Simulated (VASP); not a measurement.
Set up this calculation in VASP 6.6.1, as the native input.

| Quantity | Value |
| --- | --- |
| Task | single point |
| Functional | r2SCAN |
| Potentials or basis | VASP PAW PBE potentials, release 64 (Y_sv, Hg) |
| Cutoff | 520 eV |
| k mesh | 9 × 9 × 9 |
| Occupations | fermi-dirac, width 0.0277 eV |
| Spin | no spin polarisation |
| Dipole correction | no |
| Further INCAR settings | ALGO = Normal; EDIFF = 1e-06; NBANDS = 18 |

Crystal: YHg.

```xyz
2
Lattice="3.7302 0.0000 0.0000 0.0000 3.7302 0.0000 0.0000 0.0000 3.7302" Properties=species:S:1:pos:R:3 pbc="T T T"
Y     1.8651    1.8651    1.8651
Hg    0.0000    0.0000    0.0000
```

The input as run:

POSCAR

```
YHg
1.0
    3.7301722300      0.0000000000      0.0000000000
    0.0000000000      3.7301722300      0.0000000000
    0.0000000000      0.0000000000      3.7301722300
Y Hg
1 1
Direct
    0.5000000000      0.5000000000      0.5000000000
    0.0000000000      0.0000000000      0.0000000000
```

INCAR.step1

```
SYSTEM = YHg
PREC = Accurate
ENCUT = 520
ISMEAR = -1
SIGMA = 0.0277
LREAL = .False.
LASPH = .True.
NELM = 60
NBANDS = 18
GGA = PE
ALGO = Normal
EDIFF = 1E-4
LWAVE = .True.
LCHARG = .False.
```

INCAR.step2

```
SYSTEM = YHg
PREC = Accurate
ENCUT = 520
EDIFF = 1E-6
ISMEAR = -1
SIGMA = 0.0277
LREAL = .False.
LASPH = .True.
NELM = 60
ALGO = Normal
ISIF = 2
LWAVE = .False.
LCHARG = .True.
METAGGA = R2SCAN
LMIXTAU = .True.
LELF = .True.
LVHAR = .True.
NBANDS = 18
ISTART = 1
```

KPOINTS

```
regular mesh
0
Gamma
  9 9 9
  0 0 0
```

Potentials or basis: VASP PAW PBE potentials, release 64 (Y_sv, Hg).

Run with:

```bash
$ cat potpaw_PBE.64/Y_sv/POTCAR potpaw_PBE.64/Hg/POTCAR > POTCAR
$ cp INCAR.step1 INCAR
$ mpirun -np 1 vasp_std > vasp.out
$ cp INCAR.step2 INCAR
$ mpirun -np 1 vasp_std > vasp.out
```

Results of the run:

* Pressure: -1.4 GPa

Caveat: the PAW data sets were made with another functional, which shifts forces and pressure a little.

It took 80 s on 1 thread of Intel(R) Xeon(R) Platinum 8488C (Sapphire Rapids) (shared host), peak memory 0.2 GiB.
